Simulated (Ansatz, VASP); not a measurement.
**InP in VASP and in Ansatz**

INCAR

```
SYSTEM = InP
PREC = Accurate
ENCUT = 600
EDIFF = 1E-6
ISMEAR = 0
SIGMA = 0.1
LREAL = .False.
LASPH = .True.
NELM = 100
ALGO = Normal
ISIF = 3
LWAVE = .False.
LCHARG = .False.
GGA = PE
IBRION = 2
NSW = 90
EDIFFG = -0.04
```

File KPOINTS:

```
Automatic mesh
0
Gamma
  6 6 6
  0 0 0
```

File POSCAR:

```
InP
1.0
    3.5201235900      0.0000000000      0.0000000000
   -1.7600617900      3.0485164500      0.0000000000
    0.0000000000      0.0000000000      3.4354662800
In P
1 1
Direct
    0.0000000000      0.0000000000      0.0000000000
    0.6666666700      0.3333333300      0.5000000000
```

Input for Ansatz:

```yaml
crystal:
  lattice:
    - [3.52012359, 0.0, 0.0]
    - [-1.76006179, 3.04851645, 0.0]
    - [0.0, 0.0, 3.43546628]
  atoms:
    - { symbol: In, position: [0.0, 0.0, 0.0] }
    - { symbol: P, position: [0.66666667, 0.33333333, 0.5] }
basis:
  ecutwfc: 420
kpoints:
  mp_grid: { grid: [6, 6, 6] }
hamiltonian:
  xc: pbe
scf:
  occupations: { method: gaussian, width: 0.1 }
  lower_state_search: "off"
output:
  forces: true
  stress: true
  eigenvalues: true
relax:
  adjacent_minimum: "off"
  f_tol: 0.04
  max_steps: 70
  cell: { stress_tol: 0.4 }
```

Change from the starting cell: species swapped into the WC type (P-6m2, No. 187).

Alike in both runs: task relaxation of cell and atoms; functional PBE; k mesh 6 × 6 × 6; occupations gaussian, width 0.1 eV; no spin polarisation.

|  | VASP | Ansatz |
| --- | --- | --- |
| version | VASP 6.6.1 | Ansatz 0.2.0 |
| potentials or method | VASP PAW PBE potentials, release 64 (In_d, P), cutoff 600 eV | scalar-relativistic, plane waves, PAW |
| valence electrons in the cell | 18 | 18 |

```csv
,VASP,Ansatz,Ansatz less VASP
"gap on the k mesh at the Fermi level, each at its own relaxed structure (eV)",none,none,-
relaxed volume (Å³/atom),21.92,21.91,-0.018
relaxed cell length with the largest relative difference (Å),3.494,3.517,+0.0232
```

A gap of «none» marks a metal or a gap that the smearing closes.

Noted on VASP's run: the volume moved by over 15 % at a fixed basis, so the end points are rough.
